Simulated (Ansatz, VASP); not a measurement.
One calculation of Cu, two programs

Contents of POSCAR:

```
Cu
1.0
    2.6558064830      0.0000000000      0.0000000000
   -1.3279032415      2.2999958818      0.0000000000
    0.0000000000      0.0000000000      7.8507428620
Cu
4
Direct
    0.0000000000      0.0000000000      0.0000000000
    0.3333333333      0.6666666667      0.2500000000
    0.0000000000      0.0000000000      0.5000000000
    0.6666666667      0.3333333333      0.7500000000
```

The input INCAR.step1:

```
PREC = Accurate ; ENCUT = 520
ISMEAR = 0 ; SIGMA = 0.15
LREAL = False ; LASPH = True
NELM = 100 ; NBANDS = 30
GGA = PE ; ALGO = Normal
EDIFF = 1E-4 ; LWAVE = True
LCHARG = False ; LUSENCCL = False
```

INCAR.step2

```
PREC = Accurate ; ENCUT = 520
EDIFF = 1E-6 ; ISMEAR = 0
SIGMA = 0.15 ; LREAL = False
LASPH = True ; NELM = 100
ALGO = Normal ; ISIF = 2
LWAVE = False ; LCHARG = True
METAGGA = R2SCAN ; LMIXTAU = True
LELF = True ; LVHAR = True
NBANDS = 30 ; ISTART = 1
LUSENCCL = False
```

The input KPOINTS:

```
regular mesh
0
Gamma
  24 24 6
```

Input for Ansatz:

```yaml
crystal:
  lattice:
    - [2.655806483, 0.0, 0.0]
    - [-1.3279032415, 2.2999958818, 0.0]
    - [0.0, 0.0, 7.850742862]
  atoms:
    - { symbol: Cu, position: [0.0, 0.0, 0.0] }
    - { symbol: Cu, position: [0.3333333333, 0.6666666667, 0.25] }
    - { symbol: Cu, position: [0.0, 0.0, 0.5] }
    - { symbol: Cu, position: [0.6666666667, 0.3333333333, 0.75] }
basis:
  ecutwfc: 500
kpoints:
  mp_grid: { grid: [24, 24, 6] }
hamiltonian:
  xc: r2scan
scf:
  occupations: { method: gaussian, width: 0.15 }
output:
  forces: true
  stress: true
  eigenvalues: true
  write_density: true
  write_potential: true
  elf: true
  volumetric_format: npy
```

Change from the starting cell: strain +0.050 along x and y, -0.050 along z, atoms carried along.

Alike in both runs: task single point; functional r2SCAN; k mesh 24 × 24 × 6; occupations gaussian, width 0.15 eV; no spin polarisation.

|  | VASP | Ansatz |
| --- | --- | --- |
| version | VASP 6.6.1 | Ansatz 0.2.0 |
| potentials or method | VASP PAW PBE potentials, release 64 (Cu), cutoff 520 eV | scalar-relativistic, plane waves, PAW |
| valence electrons in the cell | 44 | 76 |

```tsv
	VASP	Ansatz	Ansatz less VASP
gap on the k mesh at the Fermi level (eV)	none	none	-
pressure (GPa)	-4.5	-5.2	-0.69
traceless stress, the component that is largest in VASP (GPa)	9.14	9.06	-0.085
```

VASP's potentials were made for PBE, not for r2SCAN. A gap of «none» marks a metal or a gap that the smearing closes. VASP's potentials hold 44 valence electrons a cell and Ansatz's 76, so a difference there can come from the potentials and not from the codes.
